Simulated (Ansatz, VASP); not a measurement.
**Al2Cu: VASP beside Ansatz**

```
Al Cu
1.0
    -2.93660    2.93660    2.51035
     2.93660   -2.93660    2.51035
     2.93660    2.93660   -2.51035
Al Cu
4 2
Direct
  0.15932 0.65932 0.81864
  0.65932 0.84068 0.50000
  0.84068 0.34068 0.18136
  0.34068 0.15932 0.50000
  0.75000 0.75000 0.00000
  0.25000 0.25000 0.00000
```

Alike in both runs: task single point; functional PBEsol; k mesh 10 × 10 × 10; occupations gaussian, width 0.15 eV; no spin polarisation.

```csv
,VASP,Ansatz
version,VASP 6.6.1,Ansatz 0.2.0
potentials or method,"VASP PAW PBE potentials, release 64 (Al, Cu), cutoff 520 eV","scalar-relativistic, plane waves, PAW"
valence electrons in the cell,34,50
```

|  | VASP | Ansatz | Ansatz less VASP |
| --- | --- | --- | --- |
| gap on the k mesh at the Fermi level (eV) | none | none | - |
| pressure (GPa) | 0.7 | 0.5 | -0.18 |
| traceless stress, the component that is largest in VASP (GPa) | -4.98 | -5.03 | -0.054 |
| rms of the force components (eV/Å) | 0.087 | 0.088 | +0.0007 |

VASP's potentials were made for PBE, not for PBEsol, and Ansatz warns of the same on its side. Atom by atom the forces differ by 0.001 eV/Å (rms over components). A gap of «none» marks a metal or a gap that the smearing closes. VASP's potentials hold 34 valence electrons a cell and Ansatz's 50, so a difference there can come from the potentials and not from the codes.
